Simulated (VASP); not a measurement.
Runs of VASP 6.6.1 on Al. The structure is that of space group Pm-3m (No. 221), or close to it. The cells are those of the table. 

```tsv
task	cell	cutoff (eV)	smearing	gap on the mesh (eV)	pressure (GPa)
single point	a = 2.214 Å, 1 atom	520	fermi-dirac 0.08 eV	none	120.2
single point	a = 2.702 Å, 1 atom	520	fermi-dirac 0.08 eV	none	0.1
single point	a = 2.070 Å, 1 atom	520	fermi-dirac 0.08 eV	none	(a)
single point	a = 2.559 Å, 1 atom	520	fermi-dirac 0.08 eV	none	14.1
relaxation of cell and atoms	relaxed from a = 2.595 Å, 1 atom	600	fermi-dirac 0.01 eV	none	0.0
```

Alike in all rows: level PBEsol; potentials or basis VASP PAW PBE potentials, release 64 (Al); no spin polarisation; k mesh 16 × 16 × 16.

**Question.** Estimate the missing entries.

**Answer.** (a) 231.8.

Caveats: the PAW data sets were made with another functional, which shifts forces and pressure a little.

A gap of «none» marks levels without a gap at the run's occupations.
